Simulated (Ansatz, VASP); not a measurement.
**HfN in VASP and in Ansatz**

```
Hf N
1.0
     0.00000    2.25119    2.25119
     2.25119    0.00000    2.25119
     2.25119    2.25119    0.00000
Hf N
1 1
Direct
  0.00000 0.00000 0.00000
  0.50000 0.50000 0.50000
```

Alike in both runs: functional PBEsol; k mesh 11 × 11 × 11; no spin polarisation.

Ansatz relaxed the structure, and its values are those at the end. VASP's run is a single point on that final structure, the one shown.

|  | VASP | Ansatz |
| --- | --- | --- |
| version | VASP 6.6.1 | Ansatz 0.2.0 |
| potentials or method | VASP PAW PBE potentials, release 64 (Hf_pv, N) | plane waves, PAW |
| plane-wave cutoff (eV) | 520 | 420 |
| occupations | fermi-dirac, width 0.1 eV | fermi-dirac |
| valence electrons in the cell | 15 | 31 |

VASP gave:

| Quantity | Value |
| --- | --- |
| pressure (GPa) | -2.2 |

Question: Which values does Ansatz return?

Answer: Pressure (GPa): 0.0.

VASP's potentials were made for PBE, not for PBEsol. VASP's potentials hold 15 valence electrons a cell and Ansatz's 31, so a difference there can come from the potentials and not from the codes.

Spin-orbit coupling is off throughout.
